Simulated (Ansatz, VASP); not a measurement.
# BN: VASP beside Ansatz

The input INCAR:

```
SYSTEM = BN
ALGO = Normal
EDIFF = 1E-7
ENCUT = 520
GGA = PE
ISIF = 2
ISMEAR = -1
LASPH = .TRUE.
LCHARG = .FALSE.
LREAL = .FALSE.
LWAVE = .FALSE.
NBANDS = 11
NELM = 100
PREC = Accurate
SIGMA = 0.03
```

KPOINTS

```
k-points
0
G
  13 13 13
  0 0 0
```

POSCAR

```
BN
1.0
    0.0000000000      1.8075000000      1.7894250000
    1.8075000000      0.0000000000      1.7894250000
    1.8075000000      1.8075000000      0.0000000000
B N
1 1
Direct
    0.0000000000      0.0000000000      0.0000000000
    0.7500000000      0.7500000000      0.7500000000
```

Input for Ansatz:

```yaml
crystal:
  lattice:
    - [0.0, 1.8075, 1.789425]
    - [1.8075, 0.0, 1.789425]
    - [1.8075, 1.8075, 0.0]
  atoms:
    - { symbol: B, position: [0.0, 0.0, 0.0] }
    - { symbol: "N", position: [0.75, 0.75, 0.75] }
kpoints:
  mp_grid: { grid: [13, 13, 13] }
  band_path:
    path:
      - [0.0, 0.0, 0.0]
      - [0.0, 0.5, 0.5]
      - [0.25, 0.75, 0.5]
      - [0.0, 0.5, 0.0]
      - [0.0, 0.0, 0.0]
      - [0.5, 0.5, 0.0]
      - [0.3775380063, 0.6224619937, 0.0]
      - [-0.3775380063, 0.3775380063, 0.0]
      - [0.0, 0.0, 0.0]
    npoints: 5
scf:
  occupations: { method: fermi_dirac, width: 0.03 }
hamiltonian:
  xc: pbe
  pseudopotentials: { kind: all_electron, lapw: { basis_error: 0.001 } }
output:
  forces: true
  stress: true
  eigenvalues: true
```

Change from the starting cell: zz strain of -1 %.

Alike in both runs: task single point; functional PBE; k mesh 13 × 13 × 13; occupations fermi-dirac, width 0.03 eV; no spin polarisation.

|  | VASP | Ansatz |
| --- | --- | --- |
| version | VASP 6.6.1 | Ansatz 0.2.0 |
| potentials or method | VASP PAW PBE potentials, release 64 (B, N), cutoff 520 eV | all-electron LAPW, scalar-relativistic |

```csv
,VASP,Ansatz,Ansatz less VASP
gap on the k mesh at the Fermi level (eV),4.37,4.37,+0.009
pressure (GPa),7.2,6.9,-0.29
"traceless stress, the component that is largest in VASP (GPa)",4.10,4.11,+0.004
```

Ansatz ran all-electron here, and VASP with PAW potentials.
